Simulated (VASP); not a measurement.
The system is Ta.

```
CELL_PARAMETERS angstrom
0.00000 2.08252 2.08252
2.08252 0.00000 2.08252
2.08252 2.08252 0.00000
ATOMIC_POSITIONS crystal
Ta 0.00000 0.00000 0.00000
```

- Program: VASP 6.6.1
- Task: relaxation of cell and atoms
- Functional: r2SCAN
- Potentials or basis: VASP PAW PBE potentials, release 64 (Ta_pv)
- Cutoff: 600 eV
- k mesh: 13 × 13 × 13
- Occupations: fermi-dirac, width 0.1 eV
- Spin: no spin polarisation

At the start: pressure 7.0 GPa; volume 18.06 Å³/atom.

Problem. How do energy, volume and symmetry change on relaxing?

Solution. Over 4 steps the energy falls by 12.8 meV/atom and the volume is 18.67 Å³/atom (+3.3 %); space group Fm-3m (No. 225, to 0.05 Å).

Step by step:
```tsv
step	energy change (eV)	largest force (eV/Å)	pressure (GPa)	volume (Å³)
1	0.0000	0.0000	6.99	18.06
2	0.0569	0.0000	-13.64	20.20
3	-0.0128	0.0000	-0.17	18.68
4	-0.0128	0.0000	0.00	18.67
```

Final structure:
```
Ta
1.0
     0.00000    2.10547    2.10547
     2.10547    0.00000    2.10547
     2.10547    2.10547    0.00000
Ta
1
Cartesian
  0.0000 0.0000 0.0000
```

Caveat: the PAW data sets were made with another functional, which shifts forces and pressure a little.
